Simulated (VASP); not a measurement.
# GaP (F-43m) in VASP: a series of runs

The runs below take GaP through electric field gradients, dielectric tensor, with PBE.

All numbers are computed with VASP 6.6.1; they aren't measurements. Logs are shortened: lines on timing, memory, paths and dates and some standing lists are left out, and cuts for length are marked.

### 1 The cell of the first run

It takes space group F-43m (No. 216, cubic). Conventional cell: a = 5.451 Å, b = 5.451 Å, c = 5.451 Å, α = 90.00°, β = 90.00°, γ = 90.00°. Ga (site symmetry -43m) has 4 P at 2.36 Å within 3.1 Å. Within 3.1 Å of P (site symmetry -43m) lie 4 Ga at 2.36 Å.

### 2 Electric field gradients, PBE

The input, INCAR:

```
  ALGO = Normal
  EDIFF = 1E-8
  ENCUT = 520
  GGA = PE
  ISIF = 2
  ISMEAR = -1
  LASPH = True
  LCHARG = False
  LEFG = True
  LREAL = False
  LWAVE = False
  NBANDS = 16
  NELM = 60
  PREC = Accurate
  SIGMA = 0.02
```

The input, KPOINTS:

```
k-points
0
Gamma
  9 9 9
```

The input, POSCAR:

```
GaP
1.0
    0.0000000000      2.7252500000      2.7252500000
    2.7252500000      0.0000000000      2.7252500000
    2.7252500000      2.7252500000      0.0000000000
Ga P
1 1
Direct
    0.0000000000      0.0000000000      0.0000000000
    0.2500000000      0.2500000000      0.2500000000
```

Potentials or basis: VASP PAW PBE potentials, release 64 (Ga_d, P).

Launch:

```bash
$ cat potpaw_PBE.64/Ga_d/POTCAR potpaw_PBE.64/P/POTCAR > POTCAR
$ mpirun -np 1 vasp_std > vasp.out
```

OUTCAR:

```text
EDIFF = 1E-8
   ENCUT = 520
   GGA = PE
   ISIF = 2
   ISMEAR = -1
   LASPH = True
   LREAL = False
   NELM = 60
   PREC = Accurate

 ion  position               nearest neighbor table
   1  0.000  0.000  0.000-   2 2.36   2 2.36   2 2.36   2 2.36
   2  0.250  0.250  0.250-   1 2.36   1 2.36   1 2.36   1 2.36

  LATTYP: Found a face centered cubic cell.
 ALAT       =     5.4505000000

  Lattice vectors:

 A1 = (   0.0000000000,   2.7252500000,   2.7252500000)
 A2 = (   2.7252500000,   0.0000000000,   2.7252500000)
 A3 = (   2.7252500000,   2.7252500000,   0.0000000000)

Analysis of symmetry for initial positions (statically):
=====================================================================
 Subroutine PRICEL returns:
 Original cell was already a primitive cell.

 Routine SETGRP: Setting up the symmetry group for a
 face centered cubic supercell.

 Subroutine GETGRP returns: Found 24 space group operations
 (whereof 24 operations were pure point group operations)
 out of a pool of 48 trial point group operations.

The static configuration has the point symmetry T_d .

Analysis of symmetry for dynamics (positions and initial velocities):
=====================================================================
 Subroutine PRICEL returns:
 Original cell was already a primitive cell.

 Routine SETGRP: Setting up the symmetry group for a
 face centered cubic supercell.

 Subroutine GETGRP returns: Found 24 space group operations
 (whereof 24 operations were pure point group operations)
 out of a pool of 48 trial point group operations.

The dynamic configuration has the point symmetry T_d .

 Subroutine INISYM returns: Found 24 space group operations
 (whereof 24 operations are pure point group operations),
 and found     1 'primitive' translations

----------------------------------------------------------------------------------------

                                     Primitive cell

  volume of cell :      40.4808

  direct lattice vectors                    reciprocal lattice vectors
     0.000000000  2.725250000  2.725250000    -0.183469406  0.183469406  0.183469406
     2.725250000  0.000000000  2.725250000     0.183469406 -0.183469406  0.183469406
     2.725250000  2.725250000  0.000000000     0.183469406  0.183469406 -0.183469406

  length of vectors
     3.854085511  3.854085511  3.854085511     0.317778334  0.317778334  0.317778334

  position of ions in fractional coordinates (direct lattice)
     0.000000000  0.000000000  0.000000000
     0.250000000  0.250000000  0.250000000

  ion indices of the primitive-cell ions
   primitive index   ion index
                 1           1
                 2           2

----------------------------------------------------------------------------------------

 KPOINTS: k-points

Automatic generation of k-mesh.
 Grid dimensions read from file:
 generate k-points for:    9    9    9

 Generating k-lattice:

  Cartesian coordinates                     Fractional coordinates (reciprocal lattice)
    -0.020385490  0.020385490  0.020385490     0.111111111  0.000000000  0.000000000
     0.020385490 -0.020385490  0.020385490     0.000000000  0.111111111  0.000000000
     0.020385490  0.020385490 -0.020385490     0.000000000  0.000000000  0.111111111

  Length of vectors
     0.035308704  0.035308704  0.035308704

  Shift w.r.t. Gamma in fractional coordinates (k-lattice)
     0.000000000  0.000000000  0.000000000

 Subroutine IBZKPT returns following result:
 ===========================================

 Found     35 irreducible k-points:

 Following reciprocal coordinates:
            Coordinates               Weight
  0.000000  0.000000  0.000000      1.000000
  0.111111  0.000000  0.000000      8.000000
  0.222222  0.000000  0.000000      8.000000
  0.333333  0.000000  0.000000      8.000000
  0.444444  0.000000  0.000000      8.000000
  0.111111  0.111111  0.000000      6.000000
[... 16 lines left out ...]
 -0.333333  0.333333  0.000000     12.000000
  0.444444  0.444444  0.000000      6.000000
 [... further k-points ...]
   k-points           NKPTS =     35   k-points in BZ     NKDIM =     35   number of bands    NBANDS=     16
   number of dos      NEDOS =    301   number of ions     NIONS =      2
   total plane-waves  NPLWV =  27000
   dimension x,y,z NGX =    30 NGY =   30 NGZ =   30
   dimension x,y,z NGXF=    60 NGYF=   60 NGZF=   60
   ions per type =               1   1
   NGX,Y,Z   is equivalent  to a cutoff of  12.94, 12.94, 12.94 a.u.
   NGXF,Y,Z  is equivalent  to a cutoff of  25.88, 25.88, 25.88 a.u.
 SYSTEM =  unknown system
   PREC   = accura    normal or accurate (medium, high low for compatibility)
   ISTART =      0    job   : 0-new  1-cont  2-samecut
   ICHARG =      2    charge: 1-file 2-atom 10-const
   ISPIN  =      1    spin polarized calculation?
   LNONCOLLINEAR =      F non collinear calculations
   LSORBIT =      F    spin-orbit coupling
   LASPH  =      T    aspherical Exc in radial PAW
   ENCUT  =  520.0 eV  38.22 Ry    6.18 a.u.   7.17  7.17  7.17*2*pi/ulx,y,z
   NELM   =     60;   NELMIN=  2; NELMDL= -5     # of ELM steps
   EDIFF  = 0.1E-07   stopping-criterion for ELM
   LREAL  =      F    real-space projection
   EDIFFG = 0.1E-06   stopping-criterion for IOM
   NSW    =      0    number of steps for IOM
   IBRION =     -1    ionic relax: 0-MD 1-quasi-New 2-CG
   NFREE  =      0    steps in history (QN), initial steepest desc. (CG)
   ISIF   =      2    stress and relaxation
   ISYM   =      2    0-nonsym 1-usesym 2-fastsym
   POTIM  = 0.5000    time-step for ionic-motion
   TEBEG  =    0.0;   TEEND  =   0.0 temperature during run
   PSTRESS=    0.0 pullay stress
   NELECT =      18.0000    total number of electrons
   NUPDOWN=      -1.0000    fix difference up-down
   EMIN   =  10.00;   EMAX   =-10.00  energy-range for DOS
   EFERMI =   0.00;   METHOD = LEGACY
   ISMEAR =    -1;   SIGMA  =   0.02  broadening in eV -4-tet -1-fermi 0-gaus
   EFERMI_NEDOS =   21; number of points for ismear=-14 and -15
   IALGO  =     38    algorithm
   IMIX   =      4    mixing-type and parameters
     AMIX     =   0.40;   BMIX     =  1.00
     AMIX_MAG =   1.60;   BMIX_MAG =  1.00
  volume/ion in A,a.u.               =      20.24       136.59
  Fermi-wavevector in a.u.,A,eV,Ry     =   1.249538  2.361284 21.243377  1.561344
  Thomas-Fermi vector in A             =   2.383574
   LORBIT       =      0    0 simple, 1 ext, 2 COOP (PROOUT), +10 PAW based schemes
   GGA     = PE    functional components
   LHFCALC =     F    Hartree Fock is set to
   AEXX    =    0.0000 exact exchange contribution
   IVDW    =     0    specifies the selected vdW correction
   LEPSILON=     F    determine dielectric tensor
   LRPA    =     F    only Hartree local field effects (RPA)
 non-spin polarized calculation
  energy-cutoff  :      520.00
  volume of cell :       40.48
 maximum number of plane-waves:      1113
 NGX is ok and might be reduce to    30
   NGX = 15   NGY = 15   NGZ = 15

 number of electron      17.9999989 magnetization

 Free energy of the ion-electron system (eV)
  ---------------------------------------------------
  ext. energy  EPLUGINS =         0.00000000
  ---------------------------------------------------
  free energy    TOTEN  =        -9.11754241 eV

  energy without entropy =       -9.11754241  energy(sigma->0) =       -9.11754241

 E-fermi :   5.0675     XC(G=0):  -9.8332

 val. band max:        4.6516715718   @ k =   0.0000   0.0000   0.0000
 cond. band min:       6.2501027880   @ k =   0.4444   0.4444   0.0000
 fundamental gap:      1.5984312162
 Fermi energy:         5.0674507333

 k-point     1 :       0.0000    0.0000    0.0000
  band No.  band energies     occupation
      1      -9.8986      2.00000
      2      -9.8986      2.00000
      3      -9.8986      2.00000
      4      -9.7989      2.00000
      5      -9.7989      2.00000
      6      -7.8399      2.00000
[... 8 lines left out ...]
     15      14.4394      0.00000
     16      14.4394      0.00000

 k-point     2 :       0.1111    0.0000    0.0000
  band No.  band energies     occupation
      1      -9.9096      2.00000
      2      -9.8948      2.00000
      3      -9.8948      2.00000
      4      -9.7989      2.00000
      5      -9.7989      2.00000
      6      -7.6795      2.00000
[... 8 lines left out ...]
     15      13.9009      0.00000
     16      14.2016      0.00000

 k-point     3 :       0.2222    0.0000    0.0000
  band No.  band energies     occupation
      1      -9.9354      2.00000
      2      -9.8862      2.00000
      3      -9.8862      2.00000
      4      -9.7982      2.00000
      5      -9.7982      2.00000
      6      -7.2190      2.00000
[... 8 lines left out ...]
     15      13.5581      0.00000
     16      14.6985      0.00000

 k-point     4 :       0.3333    0.0000    0.0000
  band No.  band energies     occupation
      1      -9.9619      2.00000
      2      -9.8782      2.00000
      3      -9.8782      2.00000
      4      -9.7953      2.00000
      5      -9.7953      2.00000
      6      -6.5368      2.00000
[... 8 lines left out ...]
     15      14.2998      0.00000
     16      14.3543      0.00000

 k-point     5 :       0.4444    0.0000    0.0000
  band No.  band energies     occupation
      1      -9.9781      2.00000
      2      -9.8743      2.00000
      3      -9.8743      2.00000
      4      -9.7920      2.00000
      5      -9.7920      2.00000
      6      -5.8895      2.00000
[... 8 lines left out ...]
     15      15.8462      0.00000
     16      15.8462      0.00000

 k-point     6 :       0.1111    0.1111    0.0000
  band No.  band energies     occupation
      1      -9.9168      2.00000
      2      -9.8913      2.00000
      3      -9.8913      2.00000
      4      -9.8021      2.00000
      5      -9.7963      2.00000
      6      -7.6263      2.00000
[... 8 lines left out ...]
     15      14.4840      0.00000
     16      14.6328      0.00000
[... 267 lines left out ...]
 k-point    21 :       0.4444    0.3333    0.0000
  band No.  band energies     occupation
      1     -10.0023      2.00000
      2      -9.8463      2.00000
      3      -9.8432      2.00000
      4      -9.8259      2.00000
      5      -9.7812      2.00000
      6      -5.4934      2.00000
[... 8 lines left out ...]
     15      16.7742      0.00000
     16      18.1534      0.00000

 k-point    22 :      -0.4444    0.3333    0.0000
  band No.  band energies     occupation
      1     -10.0011      2.00000
      2      -9.8516      2.00000
      3      -9.8427      2.00000
      4      -9.8198      2.00000
      5      -9.7848      2.00000
      6      -5.0232      2.00000
[... 8 lines left out ...]
     15      15.7543      0.00000
     16      18.6546      0.00000

 k-point    23 :      -0.3333    0.3333    0.0000
  band No.  band energies     occupation
      1      -9.9922      2.00000
      2      -9.8602      2.00000
      3      -9.8489      2.00000
      4      -9.8098      2.00000
      5      -9.7919      2.00000
      6      -5.1123      2.00000
[... 8 lines left out ...]
     15      14.2392      0.00000
     16      19.7091      0.00000

 k-point    24 :       0.4444    0.4444    0.0000
  band No.  band energies     occupation
      1     -10.0135      2.00000
      2      -9.8355      2.00000
      3      -9.8355      2.00000
      4      -9.8334      2.00000
      5      -9.7778      2.00000
      6      -5.0824      2.00000
[... 8 lines left out ...]
     15      16.8963      0.00000
     16      18.1882      0.00000

 [... further k-points ...]

------------------------ aborting loop because EDIFF is reached ----------------------------------------

  FORCE on cell =-STRESS in cart. coord.  units (eV):
  Direction    XX          YY          ZZ          XY          YZ          ZX
  --------------------------------------------------------------------------------------
  -------------------------------------------------------------------------------------
  Total        0.6261137      0.6261137      0.6261137      0.0000000      0.0000000      0.0000000
  in kB       24.7807690     24.7807690     24.7807690      0.0000000      0.0000000      0.0000000
  external PRESSURE =      24.7807690 kB  Pullay stress =       0.0000000 kB

 VOLUME and BASIS-vectors are now :
 -----------------------------------------------------------------------------
  energy-cutoff  :      520.00
  volume of cell :       40.48
      direct lattice vectors                 reciprocal lattice vectors
     0.000000000  2.725250000  2.725250000    -0.183469406  0.183469406  0.183469406
     2.725250000  0.000000000  2.725250000     0.183469406 -0.183469406  0.183469406
     2.725250000  2.725250000  0.000000000     0.183469406  0.183469406 -0.183469406

 POSITION                                       TOTAL-FORCE (eV/Angst)
 -----------------------------------------------------------------------------------
      0.00000      0.00000      0.00000        -0.000000     -0.000000      0.000000
      1.36262      1.36262      1.36262         0.000000      0.000000     -0.000000
 -----------------------------------------------------------------------------------
    total drift:                                0.000002      0.000002      0.000002

  FREE ENERGIE OF THE ION-ELECTRON SYSTEM (eV)
  ---------------------------------------------------
  free  energy   TOTEN  =        -9.1175424132 eV

  energy  without entropy=       -9.1175424132  energy(sigma->0) =       -9.11754241

 Electric field gradients (V/A^2)
---------------------------------------------------------------------
 ion       V_xx      V_yy      V_zz      V_xy      V_xz      V_yz
---------------------------------------------------------------------
   1       0.000    -0.000     0.000    -0.001    -0.001    -0.001
   2       0.000     0.000    -0.000    -0.000    -0.000    -0.000
---------------------------------------------------------------------

 Electric field gradients after diagonalization (V/A^2)
 (convention: |V_zz| > |V_xx| > |V_yy|)
----------------------------------------------------------------------
 ion       V_xx      V_yy      V_zz     asymmetry (V_yy - V_xx)/ V_zz
----------------------------------------------------------------------
   1       0.001     0.001    -0.002       0.000
   2       0.000     0.000    -0.000       0.000
----------------------------------------------------------------------

           NMR quadrupolar parameters

 Cq : quadrupolar parameter    Cq=e*Q*V_zz/h
 eta: asymmetry parameters     (V_yy - V_xx)/ V_zz
 Q  : nuclear electric quadrupole moment in mb (millibarn)
----------------------------------------------------------------------
 ion       Cq(MHz)       eta       Q (mb)
----------------------------------------------------------------------
   1      -0.000       0.000       1.000
   2      -0.000       0.000       1.000
----------------------------------------------------------------------
```

Run time: 26 s. Hardware: 1 thread of Intel Xeon Platinum 8259CL at 2.50GHz (Skylake/Cascade Lake), shared host; peak memory 0.17 GiB.

What came out:

- Free energy: -9.1175 eV
- Pressure: 2.5 GPa
- Band gap on the k mesh: 1.60 eV (least direct gap 1.83 eV)
- Largest electric field gradient by atom: zero within the noise of the run

Levels at points of the mesh, in eV from the valence-band top:
```tsv
k point	band 5	band 6	band 7	band 8	band 9	band 10	band 11	band 12	band 13	band 14
(0.00, 0.00, 0.00)	-14.45	-12.49	0.00	0.00	0.00	1.83	3.89	3.89	3.89	8.81
```

Caveat: an odd mesh through Γ misses points on the zone boundary, where band edges can lie.

(Part 1 of 2 ends here.)
